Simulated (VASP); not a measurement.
# Be (Fd-3m) in VASP: notebook

Be is run at these levels: PBE; tasks: single point.

Program: VASP 6.6.1. These are calculated values, not measurements. Logs are shortened: lines on timing, memory, paths and dates and some standing lists are left out, and cuts for length are marked.

## 1. The cell of the first run

Symmetry: Fd-3m, No. 227, cubic system. The conventional cell has a = 4.509 Å, b = 4.509 Å, c = 4.509 Å, α = 90.00°, β = 90.00°, γ = 90.00°. Be (site symmetry -43m) has 4 Be at 1.95 Å within 2.6 Å.

## 2. Single point, PBE (volume scaled by 0.78)

INCAR

```
ALGO = Normal
EDIFF = 1E-6
ENCUT = 520
GGA = PE
ISIF = 2
ISMEAR = -1
LASPH = True
LCHARG = False
LREAL = False
LWAVE = False
NBANDS = 9
NELM = 60
PREC = Accurate
SIGMA = 0.1
```

KPOINTS

```
k-points
0
Gamma
  15 15 15
```

POSCAR

```
Be
1.0
    0.0000000000      2.2544624798      2.2544624798
    2.2544624798      0.0000000000      2.2544624798
    2.2544624798      2.2544624798      0.0000000000
Be
2
Direct
   -0.1250000000     -0.1250000000     -0.1250000000
    0.1250000000      0.1250000000      0.1250000000
```

Potentials or basis: VASP PAW PBE potentials, release 64 (Be).

Run with:

```
$ cat potpaw_PBE.64/Be/POTCAR > POTCAR
$ mpirun -np 1 vasp_std > vasp.out
```

OUTCAR:

```text
EDIFF = 1E-6
   ENCUT = 520
   GGA = PE
   ISIF = 2
   ISMEAR = -1
   LASPH = True
   LREAL = False
   NELM = 60
   PREC = Accurate

 ion  position               nearest neighbor table
   1  0.875  0.875  0.875-   2 1.95   2 1.95   2 1.95   2 1.95
   2  0.125  0.125  0.125-   1 1.95   1 1.95   1 1.95   1 1.95

  LATTYP: Found a face centered cubic cell.
 ALAT       =     4.5089249596

  Lattice vectors:

 A1 = (   0.0000000000,   2.2544624798,   2.2544624798)
 A2 = (   2.2544624798,   0.0000000000,   2.2544624798)
 A3 = (   2.2544624798,   2.2544624798,   0.0000000000)

Analysis of symmetry for initial positions (statically):
=====================================================================
 Subroutine PRICEL returns:
 Original cell was already a primitive cell.

 Routine SETGRP: Setting up the symmetry group for a
 face centered cubic supercell.

 Subroutine GETGRP returns: Found 48 space group operations
 (whereof 12 operations were pure point group operations)
 out of a pool of 48 trial point group operations.

The static configuration has the point symmetry D_3d.
 The point group associated with its full space group is O_h .

Analysis of symmetry for dynamics (positions and initial velocities):
=====================================================================
 Subroutine PRICEL returns:
 Original cell was already a primitive cell.

 Routine SETGRP: Setting up the symmetry group for a
 face centered cubic supercell.

 Subroutine GETGRP returns: Found 48 space group operations
 (whereof 12 operations were pure point group operations)
 out of a pool of 48 trial point group operations.

The dynamic configuration has the point symmetry D_3d.
 The point group associated with its full space group is O_h .

 Subroutine INISYM returns: Found 48 space group operations
 (whereof 12 operations are pure point group operations),
 and found     1 'primitive' translations

----------------------------------------------------------------------------------------

                                     Primitive cell

  volume of cell :      22.9171

  direct lattice vectors                    reciprocal lattice vectors
     0.000000000  2.254462480  2.254462480    -0.221782356  0.221782356  0.221782356
     2.254462480  0.000000000  2.254462480     0.221782356 -0.221782356  0.221782356
     2.254462480  2.254462480  0.000000000     0.221782356  0.221782356 -0.221782356

  length of vectors
     3.188291415  3.188291415  3.188291415     0.384138309  0.384138309  0.384138309

[... 74 lines left out ...]
   ISPIN  =      1    spin polarized calculation?
   LNONCOLLINEAR =      F non collinear calculations
   LSORBIT =      F    spin-orbit coupling
   LASPH  =      T    aspherical Exc in radial PAW
   ENCUT  =  520.0 eV  38.22 Ry    6.18 a.u.   5.93  5.93  5.93*2*pi/ulx,y,z
   NELM   =     60;   NELMIN=  2; NELMDL= -5     # of ELM steps
   EDIFF  = 0.1E-05   stopping-criterion for ELM
   LREAL  =      F    real-space projection
   EDIFFG = 0.1E-04   stopping-criterion for IOM
   NSW    =      0    number of steps for IOM
   IBRION =     -1    ionic relax: 0-MD 1-quasi-New 2-CG
   NFREE  =      0    steps in history (QN), initial steepest desc. (CG)
   ISIF   =      2    stress and relaxation
   ISYM   =      2    0-nonsym 1-usesym 2-fastsym
   POTIM  = 0.5000    time-step for ionic-motion
   TEBEG  =    0.0;   TEEND  =   0.0 temperature during run
   PSTRESS=    0.0 pullay stress
   NELECT =       4.0000    total number of electrons
   NUPDOWN=      -1.0000    fix difference up-down
   EMIN   =  10.00;   EMAX   =-10.00  energy-range for DOS
   EFERMI =   0.00;   METHOD = LEGACY
   ISMEAR =    -1;   SIGMA  =   0.10  broadening in eV -4-tet -1-fermi 0-gaus
   EFERMI_NEDOS =   21; number of points for ismear=-14 and -15
   IALGO  =     38    algorithm
   IMIX   =      4    mixing-type and parameters
     AMIX     =   0.40;   BMIX     =  1.00
     AMIX_MAG =   1.60;   BMIX_MAG =  1.00
  volume/ion in A,a.u.               =      11.46        77.33
  Fermi-wavevector in a.u.,A,eV,Ry     =   0.914903  1.728916 11.388728  0.837048
  Thomas-Fermi vector in A             =   2.039583
   LORBIT       =      0    0 simple, 1 ext, 2 COOP (PROOUT), +10 PAW based schemes
   GGA     = PE    functional components
[... 5 lines left out ...]
 non-spin polarized calculation
  energy-cutoff  :      520.00
  volume of cell :       22.92
 maximum number of plane-waves:       629
   NGX = 11   NGY = 11   NGZ = 11

 number of electron       4.0000000 magnetization

 Free energy of the ion-electron system (eV)
  ---------------------------------------------------
  ext. energy  EPLUGINS =         0.00000000
  ---------------------------------------------------
  free energy    TOTEN  =        -3.99737250 eV

  energy without entropy =       -3.96988245  energy(sigma->0) =       -3.98362748

 E-fermi :   3.2160     XC(G=0):  -9.2989

 val. band max:        3.1912308487   @ k =  -0.3333   0.4000   0.2000
 cond. band min:       3.2228994305   @ k =   0.4667   0.3333   0.0000
 fundamental gap:      0.0316685818
 Fermi energy:         3.2160018799

 k-point     1 :       0.0000    0.0000    0.0000
  band No.  band energies     occupation
      1      -5.1469      2.00000
      2       8.8948      0.00000
      3       8.8948      0.00000
      4       8.8948      0.00000
      5      11.6621      0.00000
      6      11.6621      0.00000
      7      11.6621      0.00000
      8      20.5027      0.00000
      9      20.5287      0.00000
[... 265 lines left out ...]
 k-point    24 :       0.2000    0.1333    0.0000
  band No.  band energies     occupation
      1      -4.4581      2.00000
      2       6.2174      0.00000
      3       6.6970      0.00000
      4       7.8608      0.00000
      5      11.5265      0.00000
      6      14.5670      0.00000
      7      14.5983      0.00000
      8      15.4917      0.00000
      9      21.4641      0.00000

 [... further k-points ...]
[... 5 lines left out ...]
  --------------------------------------------------------------------------------------
  -------------------------------------------------------------------------------------
  Total        2.3854586      2.3854586      2.3854586     -0.0000000      0.0000000      0.0000000
  in kB      166.7721140    166.7721140    166.7721140     -0.0000000      0.0000000      0.0000000
  external PRESSURE =     166.7721140 kB  Pullay stress =       0.0000000 kB

 VOLUME and BASIS-vectors are now :
 -----------------------------------------------------------------------------
  energy-cutoff  :      520.00
  volume of cell :       22.92
      direct lattice vectors                 reciprocal lattice vectors
     0.000000000  2.254462480  2.254462480    -0.221782356  0.221782356  0.221782356
     2.254462480  0.000000000  2.254462480     0.221782356 -0.221782356  0.221782356
     2.254462480  2.254462480  0.000000000     0.221782356  0.221782356 -0.221782356

 POSITION                                       TOTAL-FORCE (eV/Angst)
 -----------------------------------------------------------------------------------
      3.94531      3.94531      3.94531        -0.000000     -0.000000     -0.000000
      0.56362      0.56362      0.56362         0.000000      0.000000      0.000000
 -----------------------------------------------------------------------------------
    total drift:                                0.000000      0.000000      0.000000

  FREE ENERGIE OF THE ION-ELECTRON SYSTEM (eV)
  ---------------------------------------------------
  free  energy   TOTEN  =        -3.9973725036 eV

  energy  without entropy=       -3.9698824470  energy(sigma->0) =       -3.98362748
```

Run time: 7.6 s. Hardware: 1 thread of Intel Xeon Platinum 8375C at 2.90GHz (Ice Lake), shared host; peak memory 0.14 GiB.

What came out:

| Quantity | Value |
| --- | --- |
| Free energy | -3.9974 eV |
| Pressure | 16.7 GPa |
| Band gap on the k mesh | zero (band 2 reaches 8.89 eV, above the bottom of band 3 at 1.33 eV) |

Levels at points of the mesh, in eV from the Fermi level:
```tsv
k point	band 1	band 2	band 3	band 4	band 5
(0.00, 0.00, 0.00)	-8.36	5.68	5.68	5.68	8.45
```

## 3. Single point, PBE (volume scaled by 0.88)

INCAR

```
PREC     = Accurate       # precision mode
ENCUT    = 520            # plane-wave cutoff, eV
EDIFF    = 1E-7           # SCF threshold, eV
ISMEAR   = -1             # smearing method
SIGMA    = 0.1            # smearing width, eV
LREAL    = False          # projectors in reciprocal space
LASPH    = True           # aspherical terms in the spheres
NELM     = 60             # most SCF steps
ALGO     = Normal         # electronic algorithm
ISIF     = 2              # what is computed and relaxed
LWAVE    = False          # write WAVECAR
LCHARG   = False          # write CHGCAR
GGA      = PE             # functional
NBANDS   = 9              # bands
```

KPOINTS

```
Automatic mesh
0
Gamma
  15 15 15
```

POSCAR

```
Be
1.0
    0.0000000000      2.3469600750      2.3469600750
    2.3469600750      0.0000000000      2.3469600750
    2.3469600750      2.3469600750      0.0000000000
Be
2
Direct
   -0.1250000000     -0.1250000000     -0.1250000000
    0.1250000000      0.1250000000      0.1250000000
```

Potentials or basis: VASP PAW PBE potentials, release 64 (Be).

Run with:

```
$ cat potpaw_PBE.64/Be/POTCAR > POTCAR
$ mpirun -np 1 vasp_std > vasp.out
```

It took 18 s on 1 thread of Intel Xeon Platinum 8375C at 2.90GHz (Ice Lake), shared host; peak memory 0.16 GiB.

The run converged. Its results:

| Item | Value |
| --- | --- |
| Free energy | -4.2077 eV |
| Pressure | 7.0 GPa |
| Band gap on the k mesh | zero (band 2 reaches 7.70 eV, above the bottom of band 3 at 0.78 eV) |

Levels at points of the mesh, in eV from the Fermi level:
```
           k point  band 1  band 2  band 3  band 4  band 5  band 6  band 7
(0.00, 0.00, 0.00)   -7.83    5.21    5.21    5.21    7.86    7.86    7.86
```
